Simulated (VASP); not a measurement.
# Be (Fd-3m) in VASP: notebook

Be is run at these levels: PBEsol; tasks: relaxation of cell and atoms.

Program: VASP 6.6.1. These are calculated values, not measurements. Logs are shortened: lines on timing, memory, paths and dates and some standing lists are left out, and cuts for length are marked.

**1. The cell of the first run**

The structure is cubic, space group Fd-3m (No. 227). The conventional cell has a = 2.991 Å, b = 2.991 Å, c = 2.991 Å, α = 90.00°, β = 90.00°, γ = 90.00°. Within 1.7 Å of Be (site symmetry -43m) lie 4 Be at 1.30 Å.

This isn't the form of Be at room conditions, which is hcp.

**2. Relaxation of cell and atoms, PBEsol, target pressure 470 GPa, at which the enthalpy is minimised**

INCAR

```
SYSTEM = Be
ALGO = Normal ; EDIFF = 1E-6
EDIFFG = -0.005 ; ENCUT = 600
GGA = PS ; IBRION = 2
ISIF = 3 ; ISMEAR = -1
LASPH = .TRUE. ; LCHARG = .FALSE.
LREAL = .FALSE. ; LWAVE = .FALSE.
NELM = 100 ; NSW = 60
PREC = Accurate ; PSTRESS = 4700.0
SIGMA = 0.05
```

KPOINTS

```
k-points
0
G
  21 21 21
  0 0 0
```

POSCAR

```
Be
1.0
    0.0000000000      1.4957317429      1.4957317429
    1.4957317429      0.0000000000      1.4957317429
    1.4957317429      1.4957317429      0.0000000000
Be
2
Direct
   -0.1250000000     -0.1250000000     -0.1250000000
    0.1250000000      0.1250000000      0.1250000000
```

Potentials or basis: VASP PAW PBE potentials, release 64 (Be).

Run with:

```console
> cat potpaw_PBE.64/Be/POTCAR > POTCAR
> mpirun -np 1 vasp_std > vasp.out
```

OUTCAR:

```text
SYSTEM = Be
   EDIFF = 1E-6
   EDIFFG = -0.005
   ENCUT = 600
   GGA = PS
   IBRION = 2
   ISIF = 3
   ISMEAR = -1
   LASPH = .TRUE.
   LREAL = .FALSE.
   NELM = 100
   NSW = 60
   PREC = Accurate
   PSTRESS = 4700.0

 ion  position               nearest neighbor table
   1  0.875  0.875  0.875-   2 1.30   2 1.30   2 1.30   2 1.30
   2  0.125  0.125  0.125-   1 1.30   1 1.30   1 1.30   1 1.30

  LATTYP: Found a face centered cubic cell.
 ALAT       =     2.9914634858

  Lattice vectors:

 A1 = (   0.0000000000,   1.4957317429,   1.4957317429)
 A2 = (   1.4957317429,   0.0000000000,   1.4957317429)
 A3 = (   1.4957317429,   1.4957317429,   0.0000000000)

Analysis of symmetry for initial positions (statically):
=====================================================================
 Subroutine PRICEL returns:
 Original cell was already a primitive cell.

 Routine SETGRP: Setting up the symmetry group for a
 face centered cubic supercell.

 Subroutine GETGRP returns: Found 48 space group operations
 (whereof 12 operations were pure point group operations)
 out of a pool of 48 trial point group operations.

The static configuration has the point symmetry D_3d.
 The point group associated with its full space group is O_h .

Analysis of symmetry for dynamics (positions and initial velocities):
=====================================================================
 Subroutine PRICEL returns:
 Original cell was already a primitive cell.

 Routine SETGRP: Setting up the symmetry group for a
 face centered cubic supercell.

 Subroutine GETGRP returns: Found 48 space group operations
 (whereof 12 operations were pure point group operations)
 out of a pool of 48 trial point group operations.

The dynamic configuration has the point symmetry D_3d.
 The point group associated with its full space group is O_h .

 Subroutine INISYM returns: Found 48 space group operations
 (whereof 12 operations are pure point group operations),
 and found     1 'primitive' translations

----------------------------------------------------------------------------------------

                                     Primitive cell

  volume of cell :       6.6925

  direct lattice vectors                    reciprocal lattice vectors
     0.000000000  1.495731743  1.495731743    -0.334284542  0.334284542  0.334284542
     1.495731743  0.000000000  1.495731743     0.334284542 -0.334284542  0.334284542
     1.495731743  1.495731743  0.000000000     0.334284542  0.334284542 -0.334284542

  length of vectors
     2.115284116  2.115284116  2.115284116     0.578997810  0.578997810  0.578997810

  position of ions in fractional coordinates (direct lattice)
     0.875000000  0.875000000  0.875000000
     0.125000000  0.125000000  0.125000000

  ion indices of the primitive-cell ions
   primitive index   ion index
                 1           1
                 2           2

----------------------------------------------------------------------------------------

 KPOINTS: k-points

Automatic generation of k-mesh.
 Grid dimensions read from file:
 generate k-points for:   21   21   21

 Generating k-lattice:

  Cartesian coordinates                     Fractional coordinates (reciprocal lattice)
    -0.015918312  0.015918312  0.015918312     0.047619048  0.000000000  0.000000000
     0.015918312 -0.015918312  0.015918312     0.000000000  0.047619048  0.000000000
     0.015918312  0.015918312 -0.015918312     0.000000000  0.000000000  0.047619048

  Length of vectors
     0.027571324  0.027571324  0.027571324

  Shift w.r.t. Gamma in fractional coordinates (k-lattice)
     0.000000000  0.000000000  0.000000000

 Subroutine IBZKPT returns following result:
 ===========================================

 Found    286 irreducible k-points:

 Following reciprocal coordinates:
            Coordinates               Weight
  0.000000  0.000000  0.000000      1.000000
  0.047619  0.000000  0.000000      8.000000
  0.095238  0.000000  0.000000      8.000000
  0.142857  0.000000  0.000000      8.000000
  0.190476  0.000000  0.000000      8.000000
  0.238095  0.000000  0.000000      8.000000
[... 16 lines left out ...]
 -0.428571  0.047619  0.000000     24.000000
 -0.380952  0.047619  0.000000     24.000000
 [... further k-points ...]
   k-points           NKPTS =    286   k-points in BZ     NKDIM =    286   number of bands    NBANDS=      6
   number of dos      NEDOS =    301   number of ions     NIONS =      2
   total plane-waves  NPLWV =   5832
   dimension x,y,z NGX =    18 NGY =   18 NGZ =   18
   dimension x,y,z NGXF=    36 NGYF=   36 NGZF=   36
   ions per type =               2
   NGX,Y,Z   is equivalent  to a cutoff of  14.15, 14.15, 14.15 a.u.
   NGXF,Y,Z  is equivalent  to a cutoff of  28.29, 28.29, 28.29 a.u.
 SYSTEM =  Be
   PREC   = accura    normal or accurate (medium, high low for compatibility)
   ISTART =      0    job   : 0-new  1-cont  2-samecut
   ICHARG =      2    charge: 1-file 2-atom 10-const
   ISPIN  =      1    spin polarized calculation?
   LNONCOLLINEAR =      F non collinear calculations
   LSORBIT =      F    spin-orbit coupling
   LASPH  =      T    aspherical Exc in radial PAW
   ENCUT  =  600.0 eV  44.10 Ry    6.64 a.u.   4.22  4.22  4.22*2*pi/ulx,y,z
   NELM   =    100;   NELMIN=  2; NELMDL= -5     # of ELM steps
   EDIFF  = 0.1E-05   stopping-criterion for ELM
   LREAL  =      F    real-space projection
   EDIFFG = -.5E-02   stopping-criterion for IOM
   NSW    =     60    number of steps for IOM
   IBRION =      2    ionic relax: 0-MD 1-quasi-New 2-CG
   NFREE  =      1    steps in history (QN), initial steepest desc. (CG)
   ISIF   =      3    stress and relaxation
   ISYM   =      2    0-nonsym 1-usesym 2-fastsym
   POTIM  = 0.5000    time-step for ionic-motion
   TEBEG  =    0.0;   TEEND  =   0.0 temperature during run
   PSTRESS= 4700.0 pullay stress
   NELECT =       4.0000    total number of electrons
   NUPDOWN=      -1.0000    fix difference up-down
   EMIN   =  10.00;   EMAX   =-10.00  energy-range for DOS
   EFERMI =   0.00;   METHOD = LEGACY
   ISMEAR =    -1;   SIGMA  =   0.05  broadening in eV -4-tet -1-fermi 0-gaus
   EFERMI_NEDOS =   21; number of points for ismear=-14 and -15
   IALGO  =     38    algorithm
   IMIX   =      4    mixing-type and parameters
     AMIX     =   0.40;   BMIX     =  1.00
     AMIX_MAG =   1.60;   BMIX_MAG =  1.00
  volume/ion in A,a.u.               =       3.35        22.58
  Fermi-wavevector in a.u.,A,eV,Ry     =   1.379001  2.605933 25.873419  1.901643
  Thomas-Fermi vector in A             =   2.504010
   LORBIT       =      0    0 simple, 1 ext, 2 COOP (PROOUT), +10 PAW based schemes
   GGA     = PS    functional components
   LHFCALC =     F    Hartree Fock is set to
   AEXX    =    0.0000 exact exchange contribution
   IVDW    =     0    specifies the selected vdW correction
   LEPSILON=     F    determine dielectric tensor
   LRPA    =     F    only Hartree local field effects (RPA)
 conjugate gradient relaxation of ions
 non-spin polarized calculation
  energy-cutoff  :      600.00
  volume of cell :        6.69
 maximum number of plane-waves:       234
 NGX is ok and might be reduce to    18
   NGX =  9   NGY =  9   NGZ =  9

--------------------------------------- Ionic step        1  -------------------------------------------

 number of electron       4.0000000 magnetization

 Free energy of the ion-electron system (eV)
  ---------------------------------------------------
  ext. energy  EPLUGINS =         0.00000000
  ---------------------------------------------------
  free energy    TOTEN  =        12.00755789 eV

  energy without entropy =       12.01566930  energy(sigma->0) =       12.01161360

------------------------ aborting loop because EDIFF is reached ----------------------------------------

  FORCE on cell =-STRESS in cart. coord.  units (eV):
  Direction    XX          YY          ZZ          XY          YZ          ZX
  --------------------------------------------------------------------------------------
  -------------------------------------------------------------------------------------
  Total       28.8613304     28.8613304     28.8613304      0.0000000      0.0000000     -0.0000000
  in kB     6909.3278626   6909.3278626   6909.3278626      0.0000000      0.0000000     -0.0000000
  external PRESSURE =    2209.3278626 kB  Pullay stress =    4700.0000000 kB
[... 25 lines left out ...]
--------------------------------------- Ionic step        2  -------------------------------------------

 number of electron       4.0000000 magnetization

 E-fermi :   8.5782     XC(G=0): -11.4312

 val. band max:        8.5778037694   @ k =  -0.4286   0.4286   0.1429
 cond. band min:       8.5886672828   @ k =   0.4762   0.3810   0.0952
 fundamental gap:      0.0108635134
 Fermi energy:         8.5782397861

 k-point     1 :       0.0000    0.0000    0.0000
  band No.  band energies     occupation
      1      -3.1840      2.00000
      2      17.1827      0.00000
      3      17.1827      0.00000
      4      17.1827      0.00000
      5      20.6012      0.00000
      6      20.6012      0.00000
[... 199 lines left out ...]
 k-point    24 :      -0.3810    0.0476    0.0000
  band No.  band energies     occupation
      1      -0.0212      2.00000
      2       6.0237      2.00000
      3      13.3697      0.00000
      4      14.0716      0.00000
      5      22.1006      0.00000
      6      22.2534      0.00000

 [... further k-points ...]

------------------------ aborting loop because EDIFF is reached ----------------------------------------

  FORCE on cell =-STRESS in cart. coord.  units (eV):
  Direction    XX          YY          ZZ          XY          YZ          ZX
  --------------------------------------------------------------------------------------
  -------------------------------------------------------------------------------------
  Total       12.3883836     12.3883836     12.3883836      0.0000000      0.0000000      0.0000000
  in kB     1622.8253242   1622.8253242   1622.8253242      0.0000000      0.0000000      0.0000000
  external PRESSURE =   -3077.1746758 kB  Pullay stress =    4700.0000000 kB
[... 59 lines left out ...]
  energy  without entropy=        6.7196674010  energy(sigma->0) =        6.71660717

  enthalpy is  TOTEN    =        30.8467880108 eV   P V=       24.1332410797

[... ionic steps 4 to 12 ...]

--------------------------------------- Ionic step       13  -------------------------------------------

 number of electron       4.0000000 magnetization

------------------------ aborting loop because EDIFF is reached ----------------------------------------
[... 71 lines left out ...]
--------------------------------------- Ionic step       15  -------------------------------------------

 number of electron       4.0000000 magnetization

 Free energy of the ion-electron system (eV)
  ---------------------------------------------------
  ext. energy  EPLUGINS =         0.00000000
  ---------------------------------------------------
  free energy    TOTEN  =         7.39947005 eV

  energy without entropy =        7.40619536  energy(sigma->0) =        7.40283271

 E-fermi :  14.2951     XC(G=0): -13.0782

 val. band max:       14.2948974869   @ k =   0.3810   0.2381   0.0000
 cond. band min:      14.3024113533   @ k =  -0.4286   0.4286   0.0476
 fundamental gap:      0.0075138664
 Fermi energy:        14.2951285232

 k-point     1 :       0.0000    0.0000    0.0000
  band No.  band energies     occupation
      1      -0.2713      2.00000
      2      25.3683      0.00000
      3      25.3683      0.00000
      4      25.3683      0.00000
      5      29.3055      0.00000
      6      29.3055      0.00000
[... 199 lines left out ...]
 k-point    24 :      -0.3810    0.0476    0.0000
  band No.  band energies     occupation
      1       2.3646      2.00000
      2      11.9389      2.00000
      3      20.1058      0.00000
      4      21.0920      0.00000
      5      30.8788      0.00000
      6      31.1675      0.00000

 [... further k-points ...]

------------------------ aborting loop because EDIFF is reached ----------------------------------------

  FORCE on cell =-STRESS in cart. coord.  units (eV):
  Direction    XX          YY          ZZ          XY          YZ          ZX
  --------------------------------------------------------------------------------------
  -------------------------------------------------------------------------------------
  Total       23.4198084     23.4198084     23.4198084     -0.0000000      0.0000000      0.0000000
  in kB     4699.2649024   4699.2649024   4699.2649024     -0.0000000      0.0000000      0.0000000
  external PRESSURE =      -0.7350976 kB  Pullay stress =    4700.0000000 kB
[... 21 lines left out ...]
  energy  without entropy=        7.4061953624  energy(sigma->0) =        7.40283271

  enthalpy is  TOTEN    =        30.8229419323 eV   P V=       23.4234718806

 reached required accuracy - stopping structural energy minimisation
```

It took 88 s on 1 thread of Intel Xeon 8259CL, shared host; peak memory 0.13 GiB.

What came out:

```
Free energy                                                : 7.3995 eV
Relaxed volume                                             : 3.99 Å³/atom
Relaxed cell                                               : a = 2.244 Å, b = 2.244 Å, c = 2.244 Å, α = 60.00°, β = 60.00°, γ = 60.00°
Space group after relaxing (to 0.1 Å)                      : Fd-3m (No. 227)
Energy change on relaxing (the run minimises the enthalpy) : -2304.0 meV/atom
Ionic steps                                                : 15
Pressure after relaxing                                    : 469.9 GPa
Band gap on the k mesh                                     : zero (bands 2 and 3 overlap by 11.78 eV)
```

The path:
| step | energy change (eV) | largest force (eV/Å) | pressure (GPa) | volume (Å³) |
| --- | --- | --- | --- | --- |
| 1 | 0.0000 | 0.0000 | 690.93 | 6.69 |
| 2 | -12.1182 | 0.0000 | 162.28 | 12.23 |
| 3 | -5.2940 | 0.0000 | 438.93 | 8.23 |
| 4 | -4.6154 | 0.0000 | 469.59 | 7.99 |
| 5 | -4.5348 | 0.0000 | 473.25 | 7.96 |
| 6 | -4.5389 | 0.0000 | 473.06 | 7.96 |
| 7 | -4.5512 | 0.0000 | 472.51 | 7.97 |
| 8 | -4.5513 | 0.0000 | 472.50 | 7.97 |
| 9 | -4.5518 | 0.0000 | 472.48 | 7.97 |
| 10 | -4.5527 | 0.0000 | 472.44 | 7.97 |
| 11 | -4.5545 | 0.0000 | 472.36 | 7.97 |
| 12 | -4.5580 | 0.0000 | 472.19 | 7.97 |
| 13 | -4.5652 | 0.0000 | 471.87 | 7.97 |
| 14 | -4.5795 | 0.0000 | 471.22 | 7.98 |
| 15 | -4.6081 | 0.0000 | 469.93 | 7.98 |

Final structure:
```xyz
2
Lattice="0.0000 1.5864 1.5864 1.5864 0.0000 1.5864 1.5864 1.5864 0.0000" Properties=species:S:1:pos:R:3 pbc="T T T"
Be    2.7762    2.7762    2.7762
Be    0.3966    0.3966    0.3966
```

Levels at points of the mesh, in eV from the Fermi level:
| k point | band 1 | band 2 | band 3 | band 4 | band 5 | band 6 |
| --- | --- | --- | --- | --- | --- | --- |
| (0.00, 0.00, 0.00) | -14.57 | 11.07 | 11.07 | 11.07 | 15.01 | 15.01 |

Caveat: the cell is relaxed towards a set pressure, so the run minimises the enthalpy, not the energy; the volume moved by over 15 % at a fixed basis, so the end points are rough; the PAW data sets were made with another functional, which shifts forces and pressure a little.

(Part 1 of 2 ends here.)
